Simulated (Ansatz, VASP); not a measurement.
Sc4Te: VASP beside Ansatz

The input INCAR:

```
SYSTEM = Sc4Te
ALGO = Normal
EDIFF = 1E-6
ENCUT = 520
GGA = PE
ISIF = 2
ISMEAR = 0
LASPH = .True.
LCHARG = .False.
LREAL = .False.
LWAVE = .False.
NBANDS = 33
NELM = 60
PREC = Accurate
SIGMA = 0.1
```

KPOINTS

```
k-points
0
Gamma
  4 4 4
  0 0 0
```

File POSCAR:

```
Sc4Te
1.0
    5.2320535400      0.0000000000      0.0000000000
    0.0000000000      5.2320535400      0.0000000000
    0.0000000000      0.0000000000      3.8384647100
Sc Te
4 1
Direct
    0.7911426100      0.5000000000      0.5000000000
    0.2088573900      0.5000000000      0.5000000000
    0.5000000000      0.7911426100      0.5000000000
    0.5000000000      0.2088573900      0.5000000000
    0.0000000000      0.0000000000      0.0000000000
```

Input for Ansatz:

```yaml
crystal:
  lattice:
    - [5.23205354, 0.0, 0.0]
    - [0.0, 5.23205354, 0.0]
    - [0.0, 0.0, 3.83846471]
  atoms:
    - { symbol: Sc, position: [0.79114261, 0.5, 0.5] }
    - { symbol: Sc, position: [0.20885739, 0.5, 0.5] }
    - { symbol: Sc, position: [0.5, 0.79114261, 0.5] }
    - { symbol: Sc, position: [0.5, 0.20885739, 0.5] }
    - { symbol: Te, position: [0.0, 0.0, 0.0] }
basis:
  ecutwfc: 420
kpoints:
  mp_grid: { grid: [4, 4, 4] }
hamiltonian:
  xc: pbe
scf:
  occupations: { method: gaussian, width: 0.1 }
  lower_state_search: "off"
output:
  forces: true
  stress: true
  eigenvalues: true
```

Alike in both runs: task single point; functional PBE; k mesh 4 × 4 × 4; occupations gaussian, width 0.1 eV; no spin polarisation.

|  | VASP | Ansatz |
| --- | --- | --- |
| version | VASP 6.6.1 | Ansatz 0.2.0 |
| potentials or method | VASP PAW PBE potentials, release 64 (Sc_sv, Te), cutoff 520 eV | scalar-relativistic, plane waves, PAW |
| valence electrons in the cell | 50 | 60 |

VASP gave:

- gap on the k mesh at the Fermi level (eV): none
- pressure (GPa): 15.1
- traceless stress, the component that is largest in VASP (GPa): -25.00
- rms of the force components (eV/Å): 0.873

Problem. Which values does Ansatz return?

Solution. gap on the k mesh at the Fermi level (eV): none; pressure (GPa): 14.0; traceless stress, the component that is largest in VASP (GPa): -23.96; rms of the force components (eV/Å): 0.780.

Atom by atom the forces differ by 0.092 eV/Å (rms over components). A gap of «none» marks a metal or a gap that the smearing closes. VASP's potentials hold 50 valence electrons a cell and Ansatz's 60, so a difference there can come from the potentials and not from the codes.

The k mesh is coarse, so the values compare programs but aren't converged. Spin-orbit coupling is off throughout.
